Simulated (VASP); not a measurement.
Set up this calculation in VASP 6.6.1, as the native input.

```yaml
Task: single point
Functional: PBE
Potentials_or_basis: VASP PAW PBE potentials, release 64 (Sn_d, Zn, O)
Cutoff: 520 eV
k_mesh: 3 × 3 × 2
Occupations: fermi-dirac, width 0.01 eV
Spin: no spin polarisation
Dipole_correction: no
Further_INCAR_settings: LREAL = Auto; ALGO = Normal; EDIFF = 1e-07; NBANDS = 167
```

The structure of Zn15SnO16 (a cell with a defect) lies in POSCAR:

```
Zn15SnO16
1.0
    6.4986160000      0.0000000000      0.0000000000
   -3.2493080000      5.6279665454      0.0000000000
    0.0000000000      0.0000000000     10.4114180000
Sn Zn O
1 15 16
Direct
    0.1666666667      0.3333333333      0.2645345827
    0.1666666667      0.3333333333      0.7392353634
    0.1682418192      0.8341209096      0.2481393684
    0.1602921967      0.8301460984      0.7501195882
    0.6658790904      0.3317581808      0.2481393684
    0.6698539016      0.3397078033      0.7501195882
    0.6658790904      0.8341209096      0.2481393684
    0.6698539016      0.8301460984      0.7501195882
    0.3334301847      0.1665698153     -0.0127158375
    0.3389896729      0.1610103271      0.5076985216
    0.3334301847      0.6668603693     -0.0127158375
    0.3389896729      0.6779793459      0.5076985216
    0.8331396307      0.1665698153     -0.0127158375
    0.8220206541      0.1610103271      0.5076985216
    0.8333333333      0.6666666667      0.0027088919
    0.8333333333      0.6666666667      0.4947373964
    0.3393496424      0.1606503576      0.1781682259
    0.3371664549      0.1628335451      0.6966659855
    0.3393496424      0.6786992848      0.1781682259
    0.3371664549      0.6743329098      0.6966659855
    0.8213007152      0.1606503576      0.1781682259
    0.8256670902      0.1628335451      0.6966659855
    0.8333333333      0.6666666667      0.1926825235
    0.8333333333      0.6666666667      0.6842565920
    0.1666666667      0.3333333333      0.4857671770
    0.1666666667      0.3333333333      0.9328305826
    0.1695509577      0.8347754788      0.4380682900
    0.1609340749      0.8304670374      0.9389648214
    0.6652245212      0.3304490423      0.4380682900
    0.6695329626      0.3390659251      0.9389648214
    0.6652245212      0.8347754788      0.4380682900
    0.6695329626      0.8304670374      0.9389648214
```

One way to write it, as run:

INCAR

```
SYSTEM = Zn15SnO16
ALGO = Normal
EDIFF = 1E-7
ENCUT = 520
GGA = PE
ISIF = 2
ISMEAR = -1
LASPH = .True.
LCHARG = .True.
LELF = .True.
LREAL = Auto
LVHAR = .True.
LWAVE = .False.
NBANDS = 167
NELM = 60
PREC = Accurate
SIGMA = 0.01
```

KPOINTS

```
k-points
0
Gamma
  3 3 2
  0 0 0
```

Potentials or basis: VASP PAW PBE potentials, release 64 (Sn_d, Zn, O).

Run with:

```bash
$ cat potpaw_PBE.64/Sn_d/POTCAR potpaw_PBE.64/Zn/POTCAR potpaw_PBE.64/O/POTCAR > POTCAR
$ mpirun -np 1 vasp_std > vasp.out
```

Results of the run:

The pressure is 10.0 GPa, the largest force is 0.027 eV/Å and the band gap on the k mesh is 0.35 eV.

Caveat: semilocal functionals underestimate gaps, and a narrow one can read as zero; spin-orbit coupling is left out, which moves the levels of the heavy elements.

Run time: 32 min on 1 thread of Intel Xeon 8259CL, with other jobs on the host, peak memory 0.6 GiB.
